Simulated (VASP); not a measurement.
# MgS (e600) (Fm-3m) in VASP: single point with PBEsol

Aim: the single point of MgS (e600) with PBEsol.

All numbers are computed with VASP 6.6.1; they aren't measurements. Logs are shortened: lines on timing, memory, paths and dates and some standing lists are left out, and cuts for length are marked.

## (1) The cell of the first run

It takes space group Fm-3m (No. 225, cubic). The conventional cell has a = 5.182 Å, b = 5.182 Å, c = 5.182 Å, α = 90.00°, β = 90.00°, γ = 90.00°. Within 3.4 Å of Mg (site symmetry m-3m) lie 6 S at 2.59 Å. Within 3.4 Å of S (site symmetry m-3m) lie 6 Mg at 2.59 Å.

## (2) Single point, PBEsol

The input, INCAR:

```
ALGO = Normal
EDIFF = 1E-6
ENCUT = 600
GGA = PS
GGA_COMPAT = False
ISIF = 2
ISMEAR = 0
LASPH = True
LCHARG = True
LELF = True
LREAL = False
LVHAR = True
LWAVE = False
NBANDS = 11
NELM = 120
PREC = Accurate
SIGMA = 0.02
```

The input, KPOINTS:

```
k-points
0
Gamma
  8 8 8
```

The input, POSCAR:

```
MgS
1.0
    0.0000000000      2.5908700919      2.5908700919
    2.5908700919      0.0000000000      2.5908700919
    2.5908700919      2.5908700919      0.0000000000
Mg S
1 1
Direct
    0.0000000000      0.0000000000      0.0000000000
    0.5000000000      0.5000000000      0.5000000000
```

Potentials or basis: VASP PAW PBE potentials, release 64 (Mg, S).

Started as:

```
$ cat potpaw_PBE.64/Mg/POTCAR potpaw_PBE.64/S/POTCAR > POTCAR
$ mpirun -np 1 vasp_std > vasp.out
```

OUTCAR:

```text
EDIFF = 1E-6
   ENCUT = 600
   GGA = PS
   ISIF = 2
   ISMEAR = 0
   LASPH = True
   LREAL = False
   NELM = 120
   PREC = Accurate

 ion  position               nearest neighbor table
   1  0.000  0.000  0.000-   2 2.59   2 2.59   2 2.59   2 2.59   2 2.59   2 2.59
   2  0.500  0.500  0.500-   1 2.59   1 2.59   1 2.59   1 2.59   1 2.59   1 2.59

  LATTYP: Found a face centered cubic cell.
 ALAT       =     5.1817401838

  Lattice vectors:

 A1 = (   0.0000000000,   2.5908700919,   2.5908700919)
 A2 = (   2.5908700919,   0.0000000000,   2.5908700919)
 A3 = (   2.5908700919,   2.5908700919,   0.0000000000)

Analysis of symmetry for initial positions (statically):
=====================================================================
 Subroutine PRICEL returns:
 Original cell was already a primitive cell.

 Routine SETGRP: Setting up the symmetry group for a
 face centered cubic supercell.

 Subroutine GETGRP returns: Found 48 space group operations
 (whereof 48 operations were pure point group operations)
 out of a pool of 48 trial point group operations.

The static configuration has the point symmetry O_h .

Analysis of symmetry for dynamics (positions and initial velocities):
=====================================================================
 Subroutine PRICEL returns:
 Original cell was already a primitive cell.

 Routine SETGRP: Setting up the symmetry group for a
 face centered cubic supercell.

 Subroutine GETGRP returns: Found 48 space group operations
 (whereof 48 operations were pure point group operations)
 out of a pool of 48 trial point group operations.

The dynamic configuration has the point symmetry O_h .

 Subroutine INISYM returns: Found 48 space group operations
 (whereof 48 operations are pure point group operations),
 and found     1 'primitive' translations

----------------------------------------------------------------------------------------

                                     Primitive cell

  volume of cell :      34.7830

  direct lattice vectors                    reciprocal lattice vectors
     0.000000000  2.590870092  2.590870092    -0.192985361  0.192985361  0.192985361
     2.590870092  0.000000000  2.590870092     0.192985361 -0.192985361  0.192985361
     2.590870092  2.590870092  0.000000000     0.192985361  0.192985361 -0.192985361

  length of vectors
     3.664043622  3.664043622  3.664043622     0.334260450  0.334260450  0.334260450

  position of ions in fractional coordinates (direct lattice)
     0.000000000  0.000000000  0.000000000
[... 82 lines left out ...]
   IBRION =     -1    ionic relax: 0-MD 1-quasi-New 2-CG
   NFREE  =      0    steps in history (QN), initial steepest desc. (CG)
   ISIF   =      2    stress and relaxation
   ISYM   =      2    0-nonsym 1-usesym 2-fastsym
   POTIM  = 0.5000    time-step for ionic-motion
   TEBEG  =    0.0;   TEEND  =   0.0 temperature during run
   PSTRESS=    0.0 pullay stress
   NELECT =       8.0000    total number of electrons
   NUPDOWN=      -1.0000    fix difference up-down
   EMIN   =  10.00;   EMAX   =-10.00  energy-range for DOS
   EFERMI =   0.00;   METHOD = LEGACY
   ISMEAR =     0;   SIGMA  =   0.02  broadening in eV -4-tet -1-fermi 0-gaus
   EFERMI_NEDOS =   21; number of points for ismear=-14 and -15
   IALGO  =     38    algorithm
   IMIX   =      4    mixing-type and parameters
     AMIX     =   0.40;   BMIX     =  1.00
     AMIX_MAG =   1.60;   BMIX_MAG =  1.00
  volume/ion in A,a.u.               =      17.39       117.36
  Fermi-wavevector in a.u.,A,eV,Ry     =   1.003034  1.895460 13.688524  1.006078
  Thomas-Fermi vector in A             =   2.135560
   LORBIT       =      0    0 simple, 1 ext, 2 COOP (PROOUT), +10 PAW based schemes
   GGA     = PS    functional components
   LHFCALC =     F    Hartree Fock is set to
   AEXX    =    0.0000 exact exchange contribution
   IVDW    =     0    specifies the selected vdW correction
   LEPSILON=     F    determine dielectric tensor
   LRPA    =     F    only Hartree local field effects (RPA)
 non-spin polarized calculation
 Gauss-broadening in eV      SIGMA  =   0.02
  energy-cutoff  :      600.00
  volume of cell :       34.78
 maximum number of plane-waves:      1211
 NGX is ok and might be reduce to    30
   NGX = 15   NGY = 15   NGZ = 15

 number of electron       8.0000000 magnetization

 Free energy of the ion-electron system (eV)
  ---------------------------------------------------
  ext. energy  EPLUGINS =         0.00000000
  ---------------------------------------------------
  free energy    TOTEN  =        -9.07550848 eV

  energy without entropy =       -9.07550848  energy(sigma->0) =       -9.07550848

 E-fermi :   3.9560     XC(G=0):  -9.8883

 val. band max:        3.7874018792   @ k =   0.0000   0.0000   0.0000
 cond. band min:       6.5170697466   @ k =   0.5000   0.5000   0.0000
 fundamental gap:      2.7296678674
 Fermi energy:         3.9559544453

 k-point     1 :       0.0000    0.0000    0.0000
  band No.  band energies     occupation
      1      -8.9678      2.00000
      2       3.7874      2.00000
      3       3.7874      2.00000
      4       3.7874      2.00000
      5       7.4783      0.00000
      6      11.6330      0.00000
      7      11.6330      0.00000
      8      11.6330      0.00000
      9      14.1119      0.00000
     10      14.1119      0.00000
     11      16.1128      0.00000
[... 309 lines left out ...]
 k-point    24 :      -0.3750    0.2500    0.1250
  band No.  band energies     occupation
      1      -7.4050      2.00000
      2      -0.6400      2.00000
      3       1.5721      2.00000
      4       2.5949      2.00000
      5       9.3198      0.00000
      6       9.8023      0.00000
      7      12.1728      0.00000
      8      13.1784      0.00000
      9      16.0031      0.00000
     10      17.1076      0.00000
     11      19.2813      0.00000

 [... further k-points ...]
[... 5 lines left out ...]
  --------------------------------------------------------------------------------------
  -------------------------------------------------------------------------------------
  Total       -0.0389145     -0.0389145     -0.0389145      0.0000000      0.0000000     -0.0000000
  in kB       -1.7924824     -1.7924824     -1.7924824      0.0000000      0.0000000     -0.0000000
  external PRESSURE =      -1.7924824 kB  Pullay stress =       0.0000000 kB

 VOLUME and BASIS-vectors are now :
 -----------------------------------------------------------------------------
  energy-cutoff  :      600.00
  volume of cell :       34.78
      direct lattice vectors                 reciprocal lattice vectors
     0.000000000  2.590870092  2.590870092    -0.192985361  0.192985361  0.192985361
     2.590870092  0.000000000  2.590870092     0.192985361 -0.192985361  0.192985361
     2.590870092  2.590870092  0.000000000     0.192985361  0.192985361 -0.192985361

 POSITION                                       TOTAL-FORCE (eV/Angst)
 -----------------------------------------------------------------------------------
      0.00000      0.00000      0.00000        -0.000000      0.000000      0.000000
      2.59087      2.59087      2.59087         0.000000     -0.000000      0.000000
 -----------------------------------------------------------------------------------
    total drift:                               -0.000000     -0.000000      0.000000

  FREE ENERGIE OF THE ION-ELECTRON SYSTEM (eV)
  ---------------------------------------------------
  free  energy   TOTEN  =        -9.0755084799 eV

  energy  without entropy=       -9.0755084799  energy(sigma->0) =       -9.07550848
```

stdout:

```text
POSCAR found type information on POSCAR MgS
 POSCAR found :  2 types and       2 ions
 scaLAPACK will be used
 -----------------------------------------------------------------------------
|                                                                             |
|                                                                             |
|     You enforced a specific xc type in the INCAR file but a different       |
|     I HOPE YOU KNOW WHAT YOU ARE DOING!                                     |
|                                                                             |
 -----------------------------------------------------------------------------

 LDA part: xc-table for (Slater+PW92), standard interpolation
 POSCAR, INCAR and KPOINTS ok, starting setup
 FFT: planning ... GRIDC
 FFT: planning ... GRID_SOFT
 FFT: planning ... GRID
 WAVECAR not read
 entering main loop
```

It took 20 s on 1 thread of AMD EPYC 7R13, shared host; peak memory 0.14 GiB.

Results:

* Free energy: -9.0755 eV
* Pressure: -0.2 GPa
* Band gap on the k mesh: 2.73 eV, indirect (least direct gap 3.69 eV)

Levels at points of the mesh, in eV from the valence-band top:
```tsv
k point	band 2	band 3	band 4	band 5	band 6	band 7
(0.00, 0.00, 0.00)	0.00	0.00	0.00	3.69	7.85	7.85
(0.50, 0.00, 0.00)	-4.96	-0.61	-0.61	4.42	6.84	6.84
(0.50, 0.50, 0.00)	-4.33	-1.74	-1.74	2.73	4.20	11.99
```

Caveat: the PAW data sets were made with another functional, which shifts forces and pressure a little.
